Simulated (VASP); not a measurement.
# In: single point with PBE

In:

```
In
1.0
     3.09462    0.00000    0.00000
     0.00000    3.09462    0.00000
     0.00000    0.00000    3.09462
In
1
Direct
  0.00000 0.00000 0.00000
```

* Program: VASP 6.6.1
* Task: single point
* Functional: PBE
* Potentials or basis: VASP PAW PBE potentials, release 64 (In_d)
* Cutoff: 520 eV
* k mesh: 13 × 13 × 13
* Occupations: fermi-dirac, width 0.05 eV
* Spin: no spin polarisation
* Dipole correction: no
* Further INCAR settings: ALGO = Normal; EDIFF = 1e-06; NBANDS = 12

| Quantity | Value |
| --- | --- |
| Pressure | -0.1 GPa |

Levels at points of the mesh, in eV from the Fermi level:
```tsv
k point	band 4	band 5	band 6	band 7	band 8	band 9
(0.00, 0.00, 0.00)	-14.27	-14.27	-8.80	7.07	7.07	7.07
```

Wall time 6 s on 1 thread of Intel(R) Xeon(R) 6975P-C (Granite Rapids) (shared host), peak memory 0.15 GiB.

Caveat: spin-orbit coupling is left out, which moves the levels of the heavy elements.
